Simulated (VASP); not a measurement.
Set up this calculation in VASP 6.6.1, as the native input.

```
Task                   : single point
Functional             : PBEsol
Potentials or basis    : VASP PAW PBE potentials, release 64 (Cr_pv)
Cutoff                 : 520 eV
k mesh                 : 20 × 20 × 20
Occupations            : gaussian, width 0.1 eV
Spin                   : no spin polarisation
Dipole correction      : no
Further INCAR settings : ALGO = Normal; EDIFF = 1e-06; NBANDS = 12
```

The structure of Cr lies in POSCAR:

```
Cr
1.0
   -1.4525059032      1.4525059032      1.4525059032
    1.4525059032     -1.4525059032      1.4525059032
    1.4525059032      1.4525059032     -1.4525059032
Cr
1
Direct
    0.0000000000      0.0000000000      0.0000000000
```

This cell differs from its parent crystal: volume scaled by 1.10.

One way to write it, as run:

INCAR

```
SYSTEM = Cr
  PREC = Accurate
  ENCUT = 520
  EDIFF = 1E-6
  ISMEAR = 0
  SIGMA = 0.1
  LREAL = .FALSE.
  LASPH = .TRUE.
  NELM = 60
  ALGO = Normal
  ISIF = 2
  LWAVE = .FALSE.
  LCHARG = .FALSE.
  GGA = PS
  NBANDS = 12
```

KPOINTS

```
Automatic mesh
0
G
  20 20 20
  0 0 0
```

Potentials or basis: VASP PAW PBE potentials, release 64 (Cr_pv).

Command:

```console
$ cat potpaw_PBE.64/Cr_pv/POTCAR > POTCAR
$ mpirun -np 1 vasp_std > vasp.out
```

Results of the run:

- Pressure: -22.4 GPa
- Band gap on the k mesh: zero (band 6 reaches 12.27 eV, above the bottom of band 7 at 9.16 eV)

Caveat: the PAW data sets were made with another functional, which shifts forces and pressure a little; the run has no spin polarisation, though such a crystal can be magnetic.

Wall time 13 s on 1 thread of Intel(R) Xeon(R) 6975P-C (Granite Rapids) (shared host), peak memory 0.15 GiB.
